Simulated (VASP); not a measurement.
Crystal: B.

```xyz
4
Lattice="1.6962 0.0000 0.0000 -0.8481 1.4690 0.0000 0.0000 0.0000 13.8724" Properties=species:S:1:pos:R:3 pbc="T T T"
B    -0.8481    1.4690    0.0000
B     0.0000    0.0000    6.9362
B     0.0000    0.9793    3.4681
B     0.8481    0.4897   10.4043
```

Base run:

| Item | Value |
| --- | --- |
| Program | VASP 6.6.1 |
| Functional | LDA |
| Potentials or basis | VASP PAW LDA potentials, release 64 (B) |
| Cutoff | 520 eV |
| k mesh | 17 × 17 × 5 |
| Occupations | fermi-dirac, width 0.1 eV |
| Spin | no spin polarisation |

Its results: band gap on the k mesh zero (band 6 reaches 8.89 eV, above the bottom of band 7 at -2.06 eV); pressure 0.1 GPa.

Question: The run is repeated on the same cell with these changes: k mesh from 17 × 17 × 5 to 28 × 28 × 3. What comes out?

Answer: Band gap on the k mesh zero (band 6 reaches 9.15 eV, above the bottom of band 7 at -2.08 eV); pressure -0.6 GPa.
